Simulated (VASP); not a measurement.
# WC (rocksalt type) (Fm-3m) in VASP: a series of runs

WC (rocksalt type) is run at these levels: PBE; tasks: relaxation of cell and atoms.

Everything below comes from runs of VASP 6.6.1. Logs are shortened: lines on timing, memory, paths and dates and some standing lists are left out, and cuts for length are marked.

## (1) The cell of the first run

The structure is cubic, space group Fm-3m (No. 225). Conventional cell: a = 4.276 Å, b = 4.276 Å, c = 4.276 Å, α = 90.00°, β = 90.00°, γ = 90.00°. Within 2.8 Å of W (site symmetry m-3m) lie 6 C at 2.14 Å. Within 2.8 Å of C (site symmetry m-3m) lie 6 W at 2.14 Å.

## (2) Relaxation of cell and atoms, PBE, target pressure 31 GPa, at which the enthalpy is minimised

File INCAR:

```
SYSTEM = WC
PREC = Accurate
ENCUT = 600
EDIFF = 1E-6
ISMEAR = -1
SIGMA = 0.1
LREAL = .FALSE.
LASPH = .TRUE.
NELM = 80
ALGO = Normal
ISIF = 3
LWAVE = .FALSE.
LCHARG = .FALSE.
GGA = PE
IBRION = 2
NSW = 60
EDIFFG = -0.005
PSTRESS = 310.0
```

File KPOINTS:

```
regular mesh
0
G
  16 16 16
  0 0 0
```

File POSCAR:

```
WC
1.0
    0.0000000000      2.1379469663      2.1379469663
    2.1379469663      0.0000000000      2.1379469663
    2.1379469663      2.1379469663      0.0000000000
W C
1 1
Direct
    0.0000000000      0.0000000000      0.0000000000
    0.5000000000      0.5000000000      0.5000000000
```

Potentials or basis: VASP PAW PBE potentials, release 64 (W_sv, C).

The run is started by

```
$ cat potpaw_PBE.64/W_sv/POTCAR potpaw_PBE.64/C/POTCAR > POTCAR
$ mpirun -np 1 vasp_std > vasp.out
```

OUTCAR:

```text
SYSTEM = WC
   PREC = Accurate
   ENCUT = 600
   EDIFF = 1E-6
   ISMEAR = -1
   LREAL = .FALSE.
   LASPH = .TRUE.
   NELM = 80
   ISIF = 3
   GGA = PE
   IBRION = 2
   NSW = 60
   EDIFFG = -0.005
   PSTRESS = 310.0

 ion  position               nearest neighbor table
   1  0.000  0.000  0.000-   2 2.14   2 2.14   2 2.14   2 2.14   2 2.14   2 2.14
   2  0.500  0.500  0.500-   1 2.14   1 2.14   1 2.14   1 2.14   1 2.14   1 2.14

  LATTYP: Found a face centered cubic cell.
 ALAT       =     4.2758939326

  Lattice vectors:

 A1 = (   0.0000000000,   2.1379469663,   2.1379469663)
 A2 = (   2.1379469663,   0.0000000000,   2.1379469663)
 A3 = (   2.1379469663,   2.1379469663,   0.0000000000)

Analysis of symmetry for initial positions (statically):
=====================================================================
 Subroutine PRICEL returns:
 Original cell was already a primitive cell.

 Routine SETGRP: Setting up the symmetry group for a
 face centered cubic supercell.

 Subroutine GETGRP returns: Found 48 space group operations
 (whereof 48 operations were pure point group operations)
 out of a pool of 48 trial point group operations.

The static configuration has the point symmetry O_h .

Analysis of symmetry for dynamics (positions and initial velocities):
=====================================================================
 Subroutine PRICEL returns:
 Original cell was already a primitive cell.

 Routine SETGRP: Setting up the symmetry group for a
 face centered cubic supercell.

 Subroutine GETGRP returns: Found 48 space group operations
 (whereof 48 operations were pure point group operations)
 out of a pool of 48 trial point group operations.

The dynamic configuration has the point symmetry O_h .

 Subroutine INISYM returns: Found 48 space group operations
 (whereof 48 operations are pure point group operations),
 and found     1 'primitive' translations

----------------------------------------------------------------------------------------

                                     Primitive cell

  volume of cell :      19.5443

  direct lattice vectors                    reciprocal lattice vectors
     0.000000000  2.137946966  2.137946966    -0.233869225  0.233869225  0.233869225
     2.137946966  0.000000000  2.137946966     0.233869225 -0.233869225  0.233869225
     2.137946966  2.137946966  0.000000000     0.233869225  0.233869225 -0.233869225

  length of vectors
     3.023513595  3.023513595  3.023513595     0.405073380  0.405073380  0.405073380

  position of ions in fractional coordinates (direct lattice)
     0.000000000  0.000000000  0.000000000
     0.500000000  0.500000000  0.500000000

  ion indices of the primitive-cell ions
   primitive index   ion index
                 1           1
                 2           2

----------------------------------------------------------------------------------------

 KPOINTS: regular mesh

Automatic generation of k-mesh.
 Grid dimensions read from file:
 generate k-points for:   16   16   16

 Generating k-lattice:

  Cartesian coordinates                     Fractional coordinates (reciprocal lattice)
    -0.014616827  0.014616827  0.014616827     0.062500000  0.000000000  0.000000000
     0.014616827 -0.014616827  0.014616827     0.000000000  0.062500000  0.000000000
     0.014616827  0.014616827 -0.014616827     0.000000000  0.000000000  0.062500000

  Length of vectors
     0.025317086  0.025317086  0.025317086

  Shift w.r.t. Gamma in fractional coordinates (k-lattice)
     0.000000000  0.000000000  0.000000000

 Subroutine IBZKPT returns following result:
 ===========================================

 Found    145 irreducible k-points:

 Following reciprocal coordinates:
            Coordinates               Weight
  0.000000  0.000000  0.000000      1.000000
  0.062500  0.000000  0.000000      8.000000
  0.125000  0.000000  0.000000      8.000000
  0.187500  0.000000  0.000000      8.000000
  0.250000  0.000000  0.000000      8.000000
  0.312500  0.000000  0.000000      8.000000
[... 16 lines left out ...]
 -0.125000  0.062500  0.000000     24.000000
 -0.062500  0.062500  0.000000     12.000000
 [... further k-points ...]
   k-points           NKPTS =    145   k-points in BZ     NKDIM =    145   number of bands    NBANDS=     13
   number of dos      NEDOS =    301   number of ions     NIONS =      2
   total plane-waves  NPLWV =  13824
   dimension x,y,z NGX =    24 NGY =   24 NGZ =   24
   dimension x,y,z NGXF=    48 NGYF=   48 NGZF=   48
   ions per type =               1   1
   NGX,Y,Z   is equivalent  to a cutoff of  13.20, 13.20, 13.20 a.u.
   NGXF,Y,Z  is equivalent  to a cutoff of  26.39, 26.39, 26.39 a.u.
 SYSTEM =  WC
   PREC   = accura    normal or accurate (medium, high low for compatibility)
   ISTART =      0    job   : 0-new  1-cont  2-samecut
   ICHARG =      2    charge: 1-file 2-atom 10-const
   ISPIN  =      1    spin polarized calculation?
   LNONCOLLINEAR =      F non collinear calculations
   LSORBIT =      F    spin-orbit coupling
   LASPH  =      T    aspherical Exc in radial PAW
   ENCUT  =  600.0 eV  44.10 Ry    6.64 a.u.   6.04  6.04  6.04*2*pi/ulx,y,z
   NELM   =     80;   NELMIN=  2; NELMDL= -5     # of ELM steps
   EDIFF  = 0.1E-05   stopping-criterion for ELM
   LREAL  =      F    real-space projection
   EDIFFG = -.5E-02   stopping-criterion for IOM
   NSW    =     60    number of steps for IOM
   IBRION =      2    ionic relax: 0-MD 1-quasi-New 2-CG
   NFREE  =      1    steps in history (QN), initial steepest desc. (CG)
   ISIF   =      3    stress and relaxation
   ISYM   =      2    0-nonsym 1-usesym 2-fastsym
   POTIM  = 0.5000    time-step for ionic-motion
   TEBEG  =    0.0;   TEEND  =   0.0 temperature during run
   PSTRESS=  310.0 pullay stress
   NELECT =      18.0000    total number of electrons
   NUPDOWN=      -1.0000    fix difference up-down
   EMIN   =  10.00;   EMAX   =-10.00  energy-range for DOS
   EFERMI =   0.00;   METHOD = LEGACY
   ISMEAR =    -1;   SIGMA  =   0.10  broadening in eV -4-tet -1-fermi 0-gaus
   EFERMI_NEDOS =   21; number of points for ismear=-14 and -15
   IALGO  =     38    algorithm
   IMIX   =      4    mixing-type and parameters
     AMIX     =   0.40;   BMIX     =  1.00
     AMIX_MAG =   1.60;   BMIX_MAG =  1.00
  volume/ion in A,a.u.               =       9.77        65.95
  Fermi-wavevector in a.u.,A,eV,Ry     =   1.592791  3.009938 34.517743  2.536983
  Thomas-Fermi vector in A             =   2.691121
   LORBIT       =      0    0 simple, 1 ext, 2 COOP (PROOUT), +10 PAW based schemes
   GGA     = PE    functional components
   LHFCALC =     F    Hartree Fock is set to
   AEXX    =    0.0000 exact exchange contribution
   IVDW    =     0    specifies the selected vdW correction
   LEPSILON=     F    determine dielectric tensor
   LRPA    =     F    only Hartree local field effects (RPA)
 conjugate gradient relaxation of ions
 non-spin polarized calculation
  energy-cutoff  :      600.00
  volume of cell :       19.54
 maximum number of plane-waves:       666
   NGX = 13   NGY = 13   NGZ = 13

--------------------------------------- Ionic step        1  -------------------------------------------

 number of electron      17.9999999 magnetization

 Free energy of the ion-electron system (eV)
  ---------------------------------------------------
  ext. energy  EPLUGINS =         0.00000000
  ---------------------------------------------------
  free energy    TOTEN  =       -21.42787270 eV

  energy without entropy =      -21.39806368  energy(sigma->0) =      -21.41296819

------------------------ aborting loop because EDIFF is reached ----------------------------------------

  FORCE on cell =-STRESS in cart. coord.  units (eV):
  Direction    XX          YY          ZZ          XY          YZ          ZX
  --------------------------------------------------------------------------------------
  -------------------------------------------------------------------------------------
  Total        3.9175706      3.9175706      3.9175706      0.0000000      0.0000000      0.0000000
  in kB      321.1490413    321.1490413    321.1490413      0.0000000      0.0000000      0.0000000
  external PRESSURE =      11.1490413 kB  Pullay stress =     310.0000000 kB
[... 61 lines left out ...]
  enthalpy is  TOTEN    =       -17.6447198305 eV   P V=        3.8189070834

--------------------------------------- Ionic step        3  -------------------------------------------

 number of electron      17.9999999 magnetization

 Free energy of the ion-electron system (eV)
  ---------------------------------------------------
  ext. energy  EPLUGINS =         0.00000000
  ---------------------------------------------------
  free energy    TOTEN  =       -21.43646338 eV

  energy without entropy =      -21.40656019  energy(sigma->0) =      -21.42151178

 E-fermi :  13.5711     XC(G=0): -14.1303

 val. band max:       13.4664622401   @ k =  -0.2500   0.3125   0.0625
 cond. band min:      13.5768245420   @ k =  -0.3125   0.3125   0.0000
 fundamental gap:      0.1103623019
 Fermi energy:        13.5710862092

 k-point     1 :       0.0000    0.0000    0.0000
  band No.  band energies     occupation
      1     -61.8346      2.00000
      2     -25.8183      2.00000
      3     -25.8183      2.00000
      4     -25.8183      2.00000
      5      -2.9026      2.00000
      6      10.5272      2.00000
      7      10.5272      2.00000
      8      10.5272      2.00000
      9      12.3421      1.99999
     10      12.3421      1.99999
     11      12.3421      1.99999
     12      12.5305      1.99994
     13      12.5305      1.99994
[... 353 lines left out ...]
 k-point    24 :      -0.0625    0.0625    0.0000
  band No.  band energies     occupation
      1     -61.8294      2.00000
      2     -25.8924      2.00000
      3     -25.8395      2.00000
      4     -25.8209      2.00000
      5      -2.5821      2.00000
      6       9.7341      2.00000
      7       9.7594      2.00000
      8      10.1029      2.00000
      9      10.7036      2.00000
     10      11.8003      2.00000
     11      12.9950      1.99372
     12      13.9884      0.03033
     13      15.2585      0.00000

 [... further k-points ...]

------------------------ aborting loop because EDIFF is reached ----------------------------------------

  FORCE on cell =-STRESS in cart. coord.  units (eV):
  Direction    XX          YY          ZZ          XY          YZ          ZX
  --------------------------------------------------------------------------------------
  -------------------------------------------------------------------------------------
  Total        3.7890080      3.7890080      3.7890080      0.0000000      0.0000000     -0.0000000
  in kB      309.9181407    309.9181407    309.9181407      0.0000000      0.0000000     -0.0000000
  external PRESSURE =      -0.0818593 kB  Pullay stress =     310.0000000 kB
[... 17 lines left out ...]
  FREE ENERGIE OF THE ION-ELECTRON SYSTEM (eV)
  ---------------------------------------------------
  free  energy   TOTEN  =       -21.4364633812 eV

  energy  without entropy=      -21.4065601881  energy(sigma->0) =      -21.42151178

  enthalpy is  TOTEN    =       -17.6464546202 eV   P V=        3.7900087609

 reached required accuracy - stopping structural energy minimisation
```

Run time: 2.5 min. Hardware: 1 thread of AMD EPYC 7R13, shared host; peak memory 0.16 GiB.

What came out:

| Property | Result |
| --- | --- |
| Free energy | -21.4365 eV |
| Relaxed volume | 9.79 Å³/atom |
| Relaxed cell | a = 3.026 Å, b = 3.026 Å, c = 3.026 Å, α = 60.00°, β = 60.00°, γ = 60.00° |
| Space group after relaxing (to 0.1 Å) | Fm-3m (No. 225) |
| Energy change on relaxing (the run minimises the enthalpy) | -4.3 meV/atom |
| Ionic steps | 3 |
| Pressure after relaxing | 31.0 GPa |

Step by step:
| step | energy change (eV) | largest force (eV/Å) | pressure (GPa) | volume (Å³) |
| --- | --- | --- | --- | --- |
| 1 | 0.0000 | 0.0000 | 32.11 | 19.54 |
| 2 | -0.0358 | 0.0000 | 27.32 | 19.74 |
| 3 | -0.0086 | 0.0000 | 30.99 | 19.59 |

Final structure:
```xyz
2
Lattice="0.0000 2.1395 2.1395 2.1395 0.0000 2.1395 2.1395 2.1395 0.0000" Properties=species:S:1:pos:R:3 pbc="T T T"
W     0.0000    0.0000    0.0000
C     2.1395    2.1395    2.1395
```

Caveat: the cell is relaxed towards a set pressure, so the run minimises the enthalpy, not the energy; the highest band is partly filled, so the run has too few bands; spin-orbit coupling is left out, which moves the levels of the heavy elements.

## (3) Relaxation of cell and atoms, PBE, target pressure 31 GPa, at which the enthalpy is minimised

File INCAR:

```
PREC = Accurate ; ENCUT = 600
EDIFF = 1E-6 ; ISMEAR = -1
SIGMA = 0.1 ; LREAL = False
LASPH = True ; NELM = 60
ALGO = Normal ; ISIF = 3
LWAVE = False ; LCHARG = False
GGA = PE ; IBRION = 2
NSW = 32 ; EDIFFG = -0.005
PSTRESS = 310.0
```

File KPOINTS:

```
Automatic mesh
0
Gamma
  16 16 16
```

File POSCAR:

```
WC
1.0
    0.0000000000      2.1378351578      2.1378351578
    2.1378351578      0.0000000000      2.1378351578
    2.1378351578      2.1378351578      0.0000000000
W C
1 1
Direct
    0.0000000000      0.0000000000      0.0000000000
    0.5000000000      0.5000000000      0.5000000000
```

Potentials or basis: VASP PAW PBE potentials, release 64 (W_sv, C).

The run is started by

```
$ cat potpaw_PBE.64/W_sv/POTCAR potpaw_PBE.64/C/POTCAR > POTCAR
$ mpirun -np 1 vasp_std > vasp.out
```

Run time: 2.2 min. Hardware: 1 thread of AMD EPYC 7R13, shared host; peak memory 0.16 GiB.

Results (log left out):

```
Free energy                                                : -21.4365 eV
Relaxed volume                                             : 9.79 Å³/atom
Relaxed cell                                               : a = 3.026 Å, b = 3.026 Å, c = 3.026 Å, α = 60.00°, β = 60.00°, γ = 60.00°
Space group after relaxing (to 0.1 Å)                      : Fm-3m (No. 225)
Energy change on relaxing (the run minimises the enthalpy) : -4.6 meV/atom
Ionic steps                                                : 3
Pressure after relaxing                                    : 31.0 GPa
```

Step by step:
```tsv
step	energy change (eV)	largest force (eV/Å)	pressure (GPa)	volume (Å³)
1	0.0000	0.0000	32.19	19.54
2	-0.0381	0.0000	27.06	19.75
3	-0.0092	0.0000	30.99	19.59
```

Final structure:
```yaml
crystal:
  lattice:
    - [0.00000, 2.13954, 2.13954]
    - [2.13954, 0.00000, 2.13954]
    - [2.13954, 2.13954, 0.00000]
  atoms:
    - { symbol: W, position: [0.00000, 0.00000, 0.00000] }
    - { symbol: C, position: [0.50000, 0.50000, 0.50000] }
```

Levels at points of the mesh, in eV from the Fermi level:
```tsv
k point	band 6	band 7	band 8	band 9	band 10	band 11	band 12	band 13
(0.00, 0.00, 0.00)	-3.04	-3.04	-3.04	-1.23	-1.23	-1.23	-1.04	-1.04
(0.50, 0.00, 0.00)	-10.46	-7.14	-7.14	1.20	1.20	2.63	5.01	9.60
(0.50, 0.50, 0.00)	-6.36	-5.78	-2.64	-2.64	0.99	2.58	2.58	6.19
```

Caveat: the cell is relaxed towards a set pressure, so the run minimises the enthalpy, not the energy; the highest band is partly filled, so the run has too few bands; spin-orbit coupling is left out, which moves the levels of the heavy elements.
